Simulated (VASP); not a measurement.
# Mg (I4_1/amd) in VASP: relaxation of cell and atoms with PBE

Aim: the relaxation of cell and atoms of Mg with PBE.

Program: VASP 6.6.1. These are calculated values, not measurements. Logs are shortened: lines on timing, memory, paths and dates and some standing lists are left out, and cuts for length are marked.

**1. The cell of the first run**

The structure is tetragonal, space group I4_1/amd (No. 141). The conventional cell has a = 5.495 Å, b = 5.495 Å, c = 2.902 Å, α = 90.00°, β = 90.00°, γ = 90.00°. Mg (site symmetry -4m2) has 10 Mg at 2.84 to 3.51 Å within 3.7 Å.

**2. Relaxation of cell and atoms, PBE, target pressure 5.7 GPa, at which the enthalpy is minimised**

File INCAR:

```
  PREC = Accurate
  ENCUT = 600
  EDIFF = 1E-6
  ISMEAR = -1
  SIGMA = 0.08
  LREAL = F
  LASPH = T
  NELM = 60
  ALGO = Normal
  ISIF = 3
  LWAVE = F
  LCHARG = F
  GGA = PE
  IBRION = 2
  NSW = 32
  EDIFFG = -0.005
  PSTRESS = 57.0
```

File KPOINTS:

```
regular mesh
0
Gamma
  15 15 15
```

File POSCAR:

```
Mg
1.0
   -2.7475828346      2.7475828346      1.4511527871
    2.7475828346     -2.7475828346      1.4511527871
    2.7475828346      2.7475828346     -1.4511527871
Mg
2
Direct
   -0.3750000000     -0.1250000000     -0.2500000000
    0.3750000000      0.1250000000      0.2500000000
```

Potentials or basis: VASP PAW PBE potentials, release 64 (Mg).

Launch:

```sh
$ cat potpaw_PBE.64/Mg/POTCAR > POTCAR
$ mpirun -np 1 vasp_std > vasp.out
```

OUTCAR:

```text
PREC = Accurate
   ENCUT = 600
   EDIFF = 1E-6
   ISMEAR = -1
   LREAL = F
   LASPH = T
   NELM = 60
   ISIF = 3
   GGA = PE
   IBRION = 2
   NSW = 32
   EDIFFG = -0.005
   PSTRESS = 57.0

 ion  position               nearest neighbor table
   1  0.625  0.875  0.750-   2 2.84   2 2.84   2 2.84   2 2.84   2 3.51   2 3.51   2 3.51   2 3.51

   2  0.375  0.125  0.250-   1 2.84   1 2.84   1 2.84   1 2.84   1 3.51   1 3.51   1 3.51   1 3.51

  LATTYP: Found a body centered tetragonal cell.
 ALAT       =     5.4951656692
 C/A-ratio  =     0.5281561556

  Lattice vectors:

 A1 = (  -2.7475828346,   2.7475828346,   1.4511527871)
 A2 = (   2.7475828346,  -2.7475828346,   1.4511527871)
 A3 = (   2.7475828346,   2.7475828346,  -1.4511527871)

Analysis of symmetry for initial positions (statically):
=====================================================================
 Subroutine PRICEL returns:
 Original cell was already a primitive cell.

 Routine SETGRP: Setting up the symmetry group for a
 body centered tetragonal supercell.

 Subroutine GETGRP returns: Found 16 space group operations
 (whereof  4 operations were pure point group operations)
 out of a pool of 16 trial point group operations.

The static configuration has the point symmetry C_2h.
 The point group associated with its full space group is D_4h.

Analysis of symmetry for dynamics (positions and initial velocities):
=====================================================================
 Subroutine PRICEL returns:
 Original cell was already a primitive cell.

 Routine SETGRP: Setting up the symmetry group for a
 body centered tetragonal supercell.

 Subroutine GETGRP returns: Found 16 space group operations
 (whereof  4 operations were pure point group operations)
 out of a pool of 16 trial point group operations.

The dynamic configuration has the point symmetry C_2h.
 The point group associated with its full space group is D_4h.

 Subroutine INISYM returns: Found 16 space group operations
 (whereof  4 operations are pure point group operations),
 and found     1 'primitive' translations

----------------------------------------------------------------------------------------

                                     Primitive cell

  volume of cell :      43.8202

  direct lattice vectors                    reciprocal lattice vectors
    -2.747582835  2.747582835  1.451152787     0.000000000  0.181978135  0.344553657
     2.747582835 -2.747582835  1.451152787     0.181978135  0.000000000  0.344553657
     2.747582835  2.747582835 -1.451152787     0.181978135  0.181978135  0.000000000

  length of vectors
     4.147802705  4.147802705  4.147802705     0.389657881  0.389657881  0.257355947

  position of ions in fractional coordinates (direct lattice)
     0.625000000  0.875000000  0.750000000
     0.375000000  0.125000000  0.250000000

  ion indices of the primitive-cell ions
   primitive index   ion index
                 1           1
                 2           2

----------------------------------------------------------------------------------------

 KPOINTS: regular mesh

Automatic generation of k-mesh.
 Grid dimensions read from file:
 generate k-points for:   15   15   15

 Generating k-lattice:

  Cartesian coordinates                     Fractional coordinates (reciprocal lattice)
     0.000000000  0.012131876  0.022970244     0.066666667  0.000000000  0.000000000
     0.012131876  0.000000000  0.022970244     0.000000000  0.066666667  0.000000000
     0.012131876  0.012131876  0.000000000     0.000000000  0.000000000  0.066666667

  Length of vectors
     0.025977192  0.025977192  0.017157063

  Shift w.r.t. Gamma in fractional coordinates (k-lattice)
     0.000000000  0.000000000  0.000000000

 Subroutine IBZKPT returns following result:
 ===========================================

 Found    288 irreducible k-points:

 Following reciprocal coordinates:
            Coordinates               Weight
  0.000000  0.000000  0.000000      1.000000
  0.066667  0.000000  0.000000      8.000000
  0.133333  0.000000  0.000000      8.000000
  0.200000  0.000000 -0.000000      8.000000
  0.266667  0.000000  0.000000      8.000000
  0.333333  0.000000 -0.000000      8.000000
[... 16 lines left out ...]
  0.133333  0.133333  0.000000      8.000000
  0.200000  0.133333 -0.000000     16.000000
 [... further k-points ...]
   k-points           NKPTS =    288   k-points in BZ     NKDIM =    288   number of bands    NBANDS=      6
   number of dos      NEDOS =    301   number of ions     NIONS =      2
   total plane-waves  NPLWV =  46656
   dimension x,y,z NGX =    36 NGY =   36 NGZ =   36
   dimension x,y,z NGXF=    72 NGYF=   72 NGZF=   72
   ions per type =               2
   NGX,Y,Z   is equivalent  to a cutoff of  14.43, 14.43, 14.43 a.u.
   NGXF,Y,Z  is equivalent  to a cutoff of  28.86, 28.86, 28.86 a.u.
 SYSTEM =  unknown system
   PREC   = accura    normal or accurate (medium, high low for compatibility)
   ISTART =      0    job   : 0-new  1-cont  2-samecut
   ICHARG =      2    charge: 1-file 2-atom 10-const
   ISPIN  =      1    spin polarized calculation?
   LNONCOLLINEAR =      F non collinear calculations
   LSORBIT =      F    spin-orbit coupling
   LASPH  =      T    aspherical Exc in radial PAW
   ENCUT  =  600.0 eV  44.10 Ry    6.64 a.u.   8.28  8.28  8.28*2*pi/ulx,y,z
   NELM   =     60;   NELMIN=  2; NELMDL= -5     # of ELM steps
   EDIFF  = 0.1E-05   stopping-criterion for ELM
   LREAL  =      F    real-space projection
   EDIFFG = -.5E-02   stopping-criterion for IOM
   NSW    =     32    number of steps for IOM
   IBRION =      2    ionic relax: 0-MD 1-quasi-New 2-CG
   NFREE  =      1    steps in history (QN), initial steepest desc. (CG)
   ISIF   =      3    stress and relaxation
   ISYM   =      2    0-nonsym 1-usesym 2-fastsym
   POTIM  = 0.5000    time-step for ionic-motion
   TEBEG  =    0.0;   TEEND  =   0.0 temperature during run
   PSTRESS=   57.0 pullay stress
   NELECT =       4.0000    total number of electrons
   NUPDOWN=      -1.0000    fix difference up-down
   EMIN   =  10.00;   EMAX   =-10.00  energy-range for DOS
   EFERMI =   0.00;   METHOD = LEGACY
   ISMEAR =    -1;   SIGMA  =   0.08  broadening in eV -4-tet -1-fermi 0-gaus
   EFERMI_NEDOS =   21; number of points for ismear=-14 and -15
   IALGO  =     38    algorithm
   IMIX   =      4    mixing-type and parameters
     AMIX     =   0.40;   BMIX     =  1.00
     AMIX_MAG =   1.60;   BMIX_MAG =  1.00
  volume/ion in A,a.u.               =      21.91       147.86
  Fermi-wavevector in a.u.,A,eV,Ry     =   0.737117  1.392950  7.392615  0.543342
  Thomas-Fermi vector in A             =   1.830721
   LORBIT       =      0    0 simple, 1 ext, 2 COOP (PROOUT), +10 PAW based schemes
   GGA     = PE    functional components
   LHFCALC =     F    Hartree Fock is set to
   AEXX    =    0.0000 exact exchange contribution
   IVDW    =     0    specifies the selected vdW correction
   LEPSILON=     F    determine dielectric tensor
   LRPA    =     F    only Hartree local field effects (RPA)
 conjugate gradient relaxation of ions
 non-spin polarized calculation
  energy-cutoff  :      600.00
  volume of cell :       43.82
 maximum number of plane-waves:      1487
 NGX is ok and might be reduce to    36
   NGX = 17   NGY = 17   NGZ = 17

--------------------------------------- Ionic step        1  -------------------------------------------

 number of electron       4.0000000 magnetization

 Free energy of the ion-electron system (eV)
  ---------------------------------------------------
  ext. energy  EPLUGINS =         0.00000000
  ---------------------------------------------------
  free energy    TOTEN  =        -2.36733950 eV

  energy without entropy =       -2.34887258  energy(sigma->0) =       -2.35810604

------------------------ aborting loop because EDIFF is reached ----------------------------------------

  FORCE on cell =-STRESS in cart. coord.  units (eV):
  Direction    XX          YY          ZZ          XY          YZ          ZX
  --------------------------------------------------------------------------------------
  -------------------------------------------------------------------------------------
  Total        1.5468890      1.5468890      1.5300603      0.0000000     -0.0000000      0.0000000
  in kB       56.5581255     56.5581255     55.9428263      0.0000000     -0.0000000      0.0000000
  external PRESSURE =      -0.6469742 kB  Pullay stress =      57.0000000 kB

 VOLUME and BASIS-vectors are now :
 -----------------------------------------------------------------------------
  energy-cutoff  :      600.00
  volume of cell :       43.82
      direct lattice vectors                 reciprocal lattice vectors
    -2.747582835  2.747582835  1.451152787     0.000000000  0.181978135  0.344553657
     2.747582835 -2.747582835  1.451152787     0.181978135  0.000000000  0.344553657
     2.747582835  2.747582835 -1.451152787     0.181978135  0.181978135  0.000000000

 POSITION                                       TOTAL-FORCE (eV/Angst)
 -----------------------------------------------------------------------------------
      2.74758      1.37379      1.08836         0.000000     -0.000000     -0.000000
     -0.00000      1.37379      0.36279        -0.000000      0.000000      0.000000
 -----------------------------------------------------------------------------------
    total drift:                                0.000000      0.000000     -0.000000

  FREE ENERGIE OF THE ION-ELECTRON SYSTEM (eV)
  ---------------------------------------------------
  free  energy   TOTEN  =        -2.3673395014 eV

  energy  without entropy=       -2.3488725769  energy(sigma->0) =       -2.35810604

  enthalpy is  TOTEN    =        -0.8083650649 eV   P V=        1.5589744365

--------------------------------------- Ionic step        2  -------------------------------------------

 number of electron       4.0000000 magnetization

 Free energy of the ion-electron system (eV)
  ---------------------------------------------------
  ext. energy  EPLUGINS =         0.00000000
  ---------------------------------------------------
  free energy    TOTEN  =        -2.36535916 eV

  energy without entropy =       -2.34689888  energy(sigma->0) =       -2.35612902

 E-fermi :   2.8905     XC(G=0):  -8.6278

 val. band max:        2.8896545888   @ k =   0.3333   0.1333  -0.0000
 cond. band min:       2.9039479970   @ k =  -0.2000   0.3333   0.1333
 fundamental gap:      0.0142934082
 Fermi energy:         2.8904713747

 k-point     1 :       0.0000    0.0000    0.0000
  band No.  band energies     occupation
      1      -4.2579      2.00000
      2       4.7562      0.00000
      3       4.7562      0.00000
      4       5.6239      0.00000
      5       6.2542      0.00000
      6      12.3512      0.00000

 k-point     2 :       0.0667    0.0000    0.0000
  band No.  band energies     occupation
      1      -4.1559      2.00000
      2       4.5271      0.00000
      3       4.6267      0.00000
      4       6.0420      0.00000
      5       6.5416      0.00000
      6      12.1380      0.00000
[... 181 lines left out ...]
 k-point    23 :       0.1333    0.1333    0.0000
  band No.  band energies     occupation
      1      -2.8145      2.00000
      2       4.1094      0.00000
      3       6.0053      0.00000
      4       6.9338      0.00000
      5       8.3009      0.00000
      6       8.4918      0.00000

 k-point    24 :       0.2000    0.1333   -0.0000
  band No.  band energies     occupation
      1      -2.0022      2.00000
      2       4.2449      0.00000
      3       6.2217      0.00000
      4       6.4569      0.00000
      5       7.1002      0.00000
      6       8.3594      0.00000

 [... further k-points ...]

------------------------ aborting loop because EDIFF is reached ----------------------------------------

  FORCE on cell =-STRESS in cart. coord.  units (eV):
  Direction    XX          YY          ZZ          XY          YZ          ZX
  --------------------------------------------------------------------------------------
  -------------------------------------------------------------------------------------
  Total        1.5574946      1.5574946      1.5518478      0.0000000      0.0000000      0.0000000
  in kB       57.0188763     57.0188763     56.8121521      0.0000000      0.0000000      0.0000000
  external PRESSURE =      -0.0500318 kB  Pullay stress =      57.0000000 kB

 VOLUME and BASIS-vectors are now :
 -----------------------------------------------------------------------------
  energy-cutoff  :      600.00
  volume of cell :       43.76
      direct lattice vectors                 reciprocal lattice vectors
    -2.746781867  2.746781867  1.450140684     0.000000000  0.182031200  0.344794133
     2.746781867 -2.746781867  1.450140684     0.182031200  0.000000000  0.344794133
     2.746781867  2.746781867 -1.450140684     0.182031200  0.182031200  0.000000000

 POSITION                                       TOTAL-FORCE (eV/Angst)
 -----------------------------------------------------------------------------------
      2.74678      1.37339      1.08761        -0.000000     -0.000000     -0.000000
      0.00000      1.37339      0.36254         0.000000      0.000000      0.000000
 -----------------------------------------------------------------------------------
    total drift:                                0.000000      0.000000     -0.000000

  FREE ENERGIE OF THE ION-ELECTRON SYSTEM (eV)
  ---------------------------------------------------
  free  energy   TOTEN  =        -2.3653591554 eV

  energy  without entropy=       -2.3468988787  energy(sigma->0) =       -2.35612902

  enthalpy is  TOTEN    =        -0.8083801917 eV   P V=        1.5569789637

 reached required accuracy - stopping structural energy minimisation
```

Wall time 71 s (1 thread of Intel Xeon Platinum 8259CL at 2.50GHz (Skylake/Cascade Lake), shared host); peak memory 0.28 GiB.

What came out:

| Quantity | Value |
| --- | --- |
| Free energy | -2.3654 eV |
| Relaxed volume | 21.88 Å³/atom |
| Relaxed cell | a = 4.146 Å, b = 4.146 Å, c = 4.146 Å, α = 97.03°, β = 97.03°, γ = 139.06° |
| Space group after relaxing (to 0.1 Å) | I4_1/amd (No. 141) |
| Energy change on relaxing (the run minimises the enthalpy) | +1.0 meV/atom |
| Ionic steps | 2 |
| Pressure after relaxing | 5.7 GPa |
| Band gap on the k mesh | zero (bands 2 and 3 overlap by 5.48 eV) |

The path:
```
step  energy change (eV)  largest force (eV/Å)  pressure (GPa)  volume (Å³)
   1              0.0000                0.0000            5.64        43.82
   2              0.0020                0.0000            5.69        43.76
```

Final structure:
```xyz
2
Lattice="-2.7468 2.7468 1.4501 2.7468 -2.7468 1.4501 2.7468 2.7468 -1.4501" Properties=species:S:1:pos:R:3 pbc="T T T"
Mg    2.7468    1.3734    1.0876
Mg    0.0000    1.3734    0.3625
```

Caveat: the cell is relaxed towards a set pressure, so the run minimises the enthalpy, not the energy.
